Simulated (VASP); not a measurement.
# La2Zr3O (P6/mmm) in VASP: further runs

The runs below take La2Zr3O through single point, with PBE.

Everything below comes from runs of VASP 6.6.1. Logs are shortened: lines on timing, memory, paths and dates and some standing lists are left out, and cuts for length are marked.

## (1) The cell of the first run

It takes space group P6/mmm (No. 191, hexagonal). The conventional cell has a = 4.936 Å, b = 4.936 Å, c = 6.165 Å, α = 90.00°, β = 90.00°, γ = 120.00°. La (site symmetry -6m2) has 3 La at 2.85 Å and 6 Zr at 3.40 Å within 3.8 Å. Within 3.3 Å of Zr (site symmetry mmm) lie 4 Zr at 2.47 Å and 2 O at 2.47 Å. Within 3.3 Å of O (site symmetry 6/mmm) lie 6 Zr at 2.47 Å.

## (2) Single point, PBE

INCAR reads:

```
ALGO = Normal
EDIFF = 1E-6
ENCUT = 520
GGA = PE
ISIF = 2
ISMEAR = 0
LASPH = T
LCHARG = T
LELF = T
LREAL = F
LVHAR = T
LWAVE = F
NBANDS = 41
NELM = 60
PREC = Accurate
SIGMA = 0.1
```

KPOINTS reads:

```
k-points
0
Gamma
  6 6 4
```

POSCAR reads:

```
La2Zr3O
1.0
    4.9360891300      0.0000000000      0.0000000000
   -2.4680445600      4.2747785800      0.0000000000
    0.0000000000      0.0000000000      6.1651015900
La Zr O
2 3 1
Direct
    0.3333333300      0.6666666700      0.5000000000
    0.6666666700      0.3333333300      0.5000000000
    0.5000000000      0.0000000000      0.0000000000
    0.0000000000      0.5000000000      0.0000000000
    0.5000000000      0.5000000000      0.0000000000
    0.0000000000      0.0000000000      0.0000000000
```

Potentials or basis: VASP PAW PBE potentials, release 64 (La, Zr_sv, O).

Launch:

```sh
cat potpaw_PBE.64/La/POTCAR potpaw_PBE.64/Zr_sv/POTCAR potpaw_PBE.64/O/POTCAR > POTCAR
mpirun -np 1 vasp_std > vasp.out
```

OUTCAR:

```text
EDIFF = 1E-6
   ENCUT = 520
   GGA = PE
   ISIF = 2
   ISMEAR = 0
   LASPH = T
   LREAL = F
   NELM = 60
   PREC = Accurate

 ion  position               nearest neighbor table
   1  0.333  0.667  0.500-   2 2.85   2 2.85   2 2.85   3 3.40   3 3.40   4 3.40   4 3.40   5 3.40
                             5 3.40
   2  0.667  0.333  0.500-   1 2.85   1 2.85   1 2.85   3 3.40   3 3.40   4 3.40   4 3.40   5 3.40
                             5 3.40
   3  0.500  0.000  0.000-   5 2.47   5 2.47   6 2.47   6 2.47   4 2.47   4 2.47   2 3.40   2 3.40
                             1 3.40   1 3.40
   4  0.000  0.500  0.000-   6 2.47   6 2.47   5 2.47   5 2.47   3 2.47   3 2.47   2 3.40   2 3.40
                             1 3.40   1 3.40
   5  0.500  0.500  0.000-   3 2.47   3 2.47   4 2.47   4 2.47   6 2.47   6 2.47   2 3.40   2 3.40
                             1 3.40   1 3.40
   6  0.000  0.000  0.000-   4 2.47   4 2.47   3 2.47   3 2.47   5 2.47   5 2.47

  LATTYP: Found a hexagonal cell.
 ALAT       =     4.9360891300
 C/A-ratio  =     1.2489850624

  Lattice vectors:

 A1 = (   4.9360891300,   0.0000000000,   0.0000000000)
 A2 = (  -2.4680445600,   4.2747785800,   0.0000000000)
 A3 = (   0.0000000000,   0.0000000000,   6.1651015900)

Analysis of symmetry for initial positions (statically):
=====================================================================
 Subroutine PRICEL returns:
 Original cell was already a primitive cell.

 Routine SETGRP: Setting up the symmetry group for a
 hexagonal supercell.

 Subroutine GETGRP returns: Found 24 space group operations
 (whereof 24 operations were pure point group operations)
 out of a pool of 24 trial point group operations.

The static configuration has the point symmetry D_6h.

Analysis of symmetry for dynamics (positions and initial velocities):
=====================================================================
 Subroutine PRICEL returns:
 Original cell was already a primitive cell.

 Routine SETGRP: Setting up the symmetry group for a
 hexagonal supercell.

 Subroutine GETGRP returns: Found 24 space group operations
 (whereof 24 operations were pure point group operations)
 out of a pool of 24 trial point group operations.

The dynamic configuration has the point symmetry D_6h.

 Subroutine INISYM returns: Found 24 space group operations
 (whereof 24 operations are pure point group operations),
 and found     1 'primitive' translations

----------------------------------------------------------------------------------------

                                     Primitive cell

  volume of cell :     130.0879

  direct lattice vectors                    reciprocal lattice vectors
     4.936089130  0.000000000  0.000000000     0.202589535  0.116965122  0.000000000
    -2.468044560  4.274778580  0.000000000     0.000000000  0.233930245  0.000000000
     0.000000000  0.000000000  6.165101590     0.000000000  0.000000000  0.162203329

  length of vectors
     4.936089130  4.936089126  6.165101590     0.233930245  0.233930245  0.162203329

  position of ions in fractional coordinates (direct lattice)
     0.333333330  0.666666670  0.500000000
     0.666666670  0.333333330  0.500000000
     0.500000000  0.000000000  0.000000000
     0.000000000  0.500000000  0.000000000
     0.500000000  0.500000000  0.000000000
     0.000000000  0.000000000  0.000000000

  ion indices of the primitive-cell ions
   primitive index   ion index
                 1           1
                 2           2
                 3           3
                 4           4
                 5           5
                 6           6

----------------------------------------------------------------------------------------

 KPOINTS: k-points

Automatic generation of k-mesh.
 Grid dimensions read from file:
 generate k-points for:    6    6    4

 Generating k-lattice:

  Cartesian coordinates                     Fractional coordinates (reciprocal lattice)
     0.033764922  0.019494187  0.000000000     0.166666667  0.000000000  0.000000000
     0.000000000  0.038988374  0.000000000     0.000000000  0.166666667  0.000000000
     0.000000000  0.000000000  0.040550832     0.000000000  0.000000000  0.250000000

  Length of vectors
     0.038988374  0.038988374  0.040550832

  Shift w.r.t. Gamma in fractional coordinates (k-lattice)
     0.000000000  0.000000000  0.000000000

 Subroutine IBZKPT returns following result:
 ===========================================

 Found     21 irreducible k-points:

 Following reciprocal coordinates:
            Coordinates               Weight
  0.000000  0.000000  0.000000      1.000000
  0.166667 -0.000000  0.000000      6.000000
  0.333333 -0.000000  0.000000      6.000000
  0.500000 -0.000000  0.000000      3.000000
  0.166667  0.166667  0.000000      6.000000
  0.333333  0.166667  0.000000     12.000000
[... 13 lines left out ...]
  0.333333  0.166667  0.500000     12.000000
  0.333333  0.333333  0.500000      2.000000
   k-points           NKPTS =     21   k-points in BZ     NKDIM =     21   number of bands    NBANDS=     41
   number of dos      NEDOS =    301   number of ions     NIONS =      6
   total plane-waves  NPLWV =  76800
   dimension x,y,z NGX =    40 NGY =   40 NGZ =   48
   dimension x,y,z NGXF=    80 NGYF=   80 NGZF=   96
   ions per type =               2   3   1
   NGX,Y,Z   is equivalent  to a cutoff of  13.47, 13.47, 12.94 a.u.
   NGXF,Y,Z  is equivalent  to a cutoff of  26.94, 26.94, 25.89 a.u.
 SYSTEM =  unknown system
   PREC   = accura    normal or accurate (medium, high low for compatibility)
   ISTART =      0    job   : 0-new  1-cont  2-samecut
   ICHARG =      2    charge: 1-file 2-atom 10-const
   ISPIN  =      1    spin polarized calculation?
   LNONCOLLINEAR =      F non collinear calculations
   LSORBIT =      F    spin-orbit coupling
   LASPH  =      T    aspherical Exc in radial PAW
   ENCUT  =  520.0 eV  38.22 Ry    6.18 a.u.   9.18  9.18 11.46*2*pi/ulx,y,z
   NELM   =     60;   NELMIN=  2; NELMDL= -5     # of ELM steps
   EDIFF  = 0.1E-05   stopping-criterion for ELM
   LREAL  =      F    real-space projection
   EDIFFG = 0.1E-04   stopping-criterion for IOM
   NSW    =      0    number of steps for IOM
   IBRION =     -1    ionic relax: 0-MD 1-quasi-New 2-CG
   NFREE  =      0    steps in history (QN), initial steepest desc. (CG)
   ISIF   =      2    stress and relaxation
   ISYM   =      2    0-nonsym 1-usesym 2-fastsym
   POTIM  = 0.5000    time-step for ionic-motion
   TEBEG  =    0.0;   TEEND  =   0.0 temperature during run
   PSTRESS=    0.0 pullay stress
   NELECT =      64.0000    total number of electrons
   NUPDOWN=      -1.0000    fix difference up-down
   EMIN   =  10.00;   EMAX   =-10.00  energy-range for DOS
   EFERMI =   0.00;   METHOD = LEGACY
   ISMEAR =     0;   SIGMA  =   0.10  broadening in eV -4-tet -1-fermi 0-gaus
   EFERMI_NEDOS =   21; number of points for ismear=-14 and -15
   IALGO  =     38    algorithm
   IMIX   =      4    mixing-type and parameters
     AMIX     =   0.40;   BMIX     =  1.00
     AMIX_MAG =   1.60;   BMIX_MAG =  1.00
  volume/ion in A,a.u.               =      21.68       146.31
  Fermi-wavevector in a.u.,A,eV,Ry     =   1.292377  2.442238 22.724970  1.670238
  Thomas-Fermi vector in A             =   2.424089
   LORBIT       =      0    0 simple, 1 ext, 2 COOP (PROOUT), +10 PAW based schemes
   GGA     = PE    functional components
   LHFCALC =     F    Hartree Fock is set to
   AEXX    =    0.0000 exact exchange contribution
   IVDW    =     0    specifies the selected vdW correction
   LEPSILON=     F    determine dielectric tensor
   LRPA    =     F    only Hartree local field effects (RPA)
 non-spin polarized calculation
 Gauss-broadening in eV      SIGMA  =   0.10
  energy-cutoff  :      520.00
  volume of cell :      130.09
 maximum number of plane-waves:      3522
 NGX is ok and might be reduce to    40
   NGX = 19   NGY = 19   NGZ = 23

 number of electron      64.0000003 magnetization

 Free energy of the ion-electron system (eV)
  ---------------------------------------------------
  ext. energy  EPLUGINS =         0.00000000
  ---------------------------------------------------
  free energy    TOTEN  =       -35.97403840 eV

  energy without entropy =      -35.94017635  energy(sigma->0) =      -35.95710738

 E-fermi :   9.3991     XC(G=0): -10.7810

 val. band max:        9.3960617770   @ k =   0.1667  -0.0000   0.0000
 cond. band min:       9.4684524888   @ k =   0.0000   0.0000   0.5000
 fundamental gap:      0.0723907118
 Fermi energy:         9.3991276869

 k-point     1 :       0.0000    0.0000    0.0000
  band No.  band energies     occupation
      1     -39.4714      2.00000
      2     -38.3807      2.00000
      3     -38.3807      2.00000
      4     -23.5270      2.00000
      5     -22.0670      2.00000
      6     -20.1057      2.00000
[... 33 lines left out ...]
     40      11.4357      0.00000
     41      11.4361      0.00000

 k-point     2 :       0.1667   -0.0000    0.0000
  band No.  band energies     occupation
      1     -39.4134      2.00000
      2     -38.4532      2.00000
      3     -38.3819      2.00000
      4     -23.4524      2.00000
      5     -22.1674      2.00000
      6     -19.8823      2.00000
[... 33 lines left out ...]
     40      11.4522      0.00000
     41      11.6334      0.00000

 k-point     3 :       0.3333   -0.0000    0.0000
  band No.  band energies     occupation
      1     -39.2602      2.00000
      2     -38.6350      2.00000
      3     -38.3844      2.00000
      4     -23.2543      2.00000
      5     -22.4170      2.00000
      6     -19.3731      2.00000
[... 743 lines left out ...]
      2     -38.7743      2.00000
      3     -38.3867      2.00000
      4     -23.0946      2.00000
      5     -22.6092      2.00000
      6     -18.9815      2.00000
[... 33 lines left out ...]
     40      11.4230      0.00000
     41      11.7930      0.00000

 k-point    21 :       0.3333    0.3333    0.5000
  band No.  band energies     occupation
      1     -38.9572      2.00000
      2     -38.9572      2.00000
      3     -38.3884      2.00000
      4     -22.8584      2.00000
      5     -22.8584      2.00000
      6     -18.3208      2.00000
[... 33 lines left out ...]
     40      11.6705      0.00000
     41      11.6707      0.00000

------------------------ aborting loop because EDIFF is reached ----------------------------------------

  FORCE on cell =-STRESS in cart. coord.  units (eV):
  Direction    XX          YY          ZZ          XY          YZ          ZX
  --------------------------------------------------------------------------------------
  -------------------------------------------------------------------------------------
  Total       20.6047045     20.6047045      5.2085818      0.0000000     -0.0000000      0.0000000
  in kB      253.7699059    253.7699057     64.1494913      0.0000003     -0.0000000      0.0000000
  external PRESSURE =     190.5631010 kB  Pullay stress =       0.0000000 kB

 VOLUME and BASIS-vectors are now :
 -----------------------------------------------------------------------------
  energy-cutoff  :      520.00
  volume of cell :      130.09
      direct lattice vectors                 reciprocal lattice vectors
     4.936089130  0.000000000  0.000000000     0.202589535  0.116965122  0.000000000
    -2.468044560  4.274778580  0.000000000     0.000000000  0.233930245  0.000000000
     0.000000000  0.000000000  6.165101590     0.000000000  0.000000000  0.162203329

 POSITION                                       TOTAL-FORCE (eV/Angst)
 -----------------------------------------------------------------------------------
     -0.00000      2.84985      3.08255        -0.000000      0.000000      0.000000
      2.46804      1.42493      3.08255         0.000000     -0.000000     -0.000000
      2.46804      0.00000      0.00000        -0.000000      0.000000      0.000000
     -1.23402      2.13739      0.00000        -0.000000      0.000000      0.000000
      1.23402      2.13739      0.00000        -0.000000      0.000000      0.000000
      0.00000      0.00000      0.00000        -0.000000      0.000000      0.000000
 -----------------------------------------------------------------------------------
    total drift:                               -0.000000      0.000000     -0.000000

  FREE ENERGIE OF THE ION-ELECTRON SYSTEM (eV)
  ---------------------------------------------------
  free  energy   TOTEN  =       -35.9740384017 eV

  energy  without entropy=      -35.9401763541  energy(sigma->0) =      -35.95710738
```

Wall time 81 s (1 thread of Intel Xeon 6975P-C (Granite Rapids), shared host); peak memory 0.33 GiB.

Results:

| Item | Value |
| --- | --- |
| Free energy | -35.9740 eV |
| Pressure | 19.1 GPa |
| Band gap on the k mesh | zero (band 32 reaches 9.74 eV, above the bottom of band 33 at 8.78 eV) |

Caveat: spin-orbit coupling is left out, which moves the levels of the heavy elements.

## (3) Single point, PBE

This run uses another cell than the first one, of 26.75 Å³/atom, 1.234 times its volume.

INCAR reads:

```
  ALGO = Normal
  EDIFF = 1E-6
  ENCUT = 520
  GGA = PE
  ISIF = 2
  ISMEAR = 0
  LASPH = True
  LCHARG = False
  LREAL = False
  LWAVE = False
  NBANDS = 41
  NELM = 100
  PREC = Accurate
  SIGMA = 0.1
```

KPOINTS is that of step 2.

POSCAR reads:

```
La2Zr3O
1.0
    5.4539749532     -0.0000000032      0.0000000000
   -2.7269874738      4.7232808627      0.0000000000
    0.0000000000      0.0000000000      6.2309855262
La Zr O
2 3 1
Direct
    0.3333333333      0.6666666667      0.5000000000
    0.6666666667      0.3333333333      0.5000000000
    0.5000000000      0.0000000000      0.0000000000
    0.0000000000      0.5000000000      0.0000000000
    0.5000000000      0.5000000000      0.0000000000
    0.0000000000      0.0000000000      0.0000000000
```

Potentials or basis: VASP PAW PBE potentials, release 64 (La, Zr_sv, O).

Launch:

```sh
cat potpaw_PBE.64/La/POTCAR potpaw_PBE.64/Zr_sv/POTCAR potpaw_PBE.64/O/POTCAR > POTCAR
mpirun -np 1 vasp_std > vasp.out
```

Wall time 1.8 min (1 thread of Intel Xeon 6975P-C (Granite Rapids), shared host); peak memory 0.37 GiB.

Results (log left out):

| Item | Value |
| --- | --- |
| Free energy | -37.8171 eV |
| Pressure | 0.1 GPa |
| Band gap on the k mesh | zero (band 32 reaches 7.45 eV, above the bottom of band 33 at 6.74 eV) |

Levels at points of the mesh, in eV from the Fermi level:
| k point | band 29 | band 30 | band 31 | band 32 | band 33 | band 34 | band 35 | band 36 |
| --- | --- | --- | --- | --- | --- | --- | --- | --- |
| (0.00, 0.00, 0.00) | -1.40 | -0.67 | -0.67 | -0.14 | 0.13 | 0.13 | 0.62 | 1.10 |
| (0.50, 0.00, 0.00) | -0.79 | -0.71 | 0.03 | 0.05 | 0.34 | 0.45 | 0.97 | 1.09 |
| (0.00, 0.00, 0.50) | -0.73 | -0.73 | -0.68 | -0.58 | -0.47 | -0.47 | 0.25 | 0.65 |
| (0.50, 0.00, 0.50) | -1.05 | -0.57 | -0.21 | -0.17 | 0.26 | 0.95 | 1.01 | 1.07 |

Caveat: spin-orbit coupling is left out, which moves the levels of the heavy elements.
